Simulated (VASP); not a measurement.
Write the native input for VASP 6.6.1 that does the following.

- Task: relaxation of cell and atoms
- Functional: PBE
- Potentials or basis: VASP PAW PBE potentials, release 64 (Se)
- Cutoff: 600 eV
- k mesh: 12 × 12 × 8
- Occupations: gaussian, width 0.05 eV
- Spin: no spin polarisation
- Dipole correction: no
- Further INCAR settings: ALGO = Normal; EDIFF = 1e-07; IBRION = 2; EDIFFG = -0.01; NSW = 80; ISIF = 3

The structure of Se lies in POSCAR:

```
Se
1.0
    4.3662000000      0.0000000000      0.0000000000
   -2.1831000000      3.7812401180      0.0000000000
    0.0000000000      0.0000000000      4.9536000000
Se
3
Direct
    0.2254000000      0.0000000000      0.8333333333
    0.0000000000      0.2254000000      0.1666666667
    0.7746000000      0.7746000000      0.5000000000
```

One way to write it, as run:

INCAR

```
SYSTEM = Se
ALGO = Normal ; EDIFF = 1E-7
EDIFFG = -0.01 ; ENCUT = 600
GGA = PE ; IBRION = 2
ISIF = 3 ; ISMEAR = 0
LASPH = .TRUE. ; LCHARG = .FALSE.
LREAL = .FALSE. ; LWAVE = .FALSE.
NELM = 100 ; NSW = 80
PREC = Accurate ; SIGMA = 0.05
```

KPOINTS

```
k-points
0
G
  12 12 8
  0 0 0
```

Potentials or basis: VASP PAW PBE potentials, release 64 (Se).

Command:

```bash
$ cat potpaw_PBE.64/Se/POTCAR > POTCAR
$ mpirun -np 1 vasp_std > vasp.out
```

It gave:

| Property | Result |
| --- | --- |
| Relaxed volume | 29.75 Å³/atom |
| Relaxed cell | a = 4.519 Å, b = 4.519 Å, c = 5.046 Å, α = 90.00°, β = 90.00°, γ = 120.00° |
| Space group after relaxing (to 0.05 Å) | P3_121 (No. 152) |
| Energy gained by relaxing | 13.6 meV/atom |
| Ionic steps | 16 |
| Pressure after relaxing | 0.0 GPa |
| Band gap on the k mesh | 1.01 eV, indirect (least direct gap 1.23 eV) |

It took 13 min on 1 thread of Intel(R) Xeon(R) Platinum 8488C (Sapphire Rapids), on a shared host, peak memory 0.31 GiB.
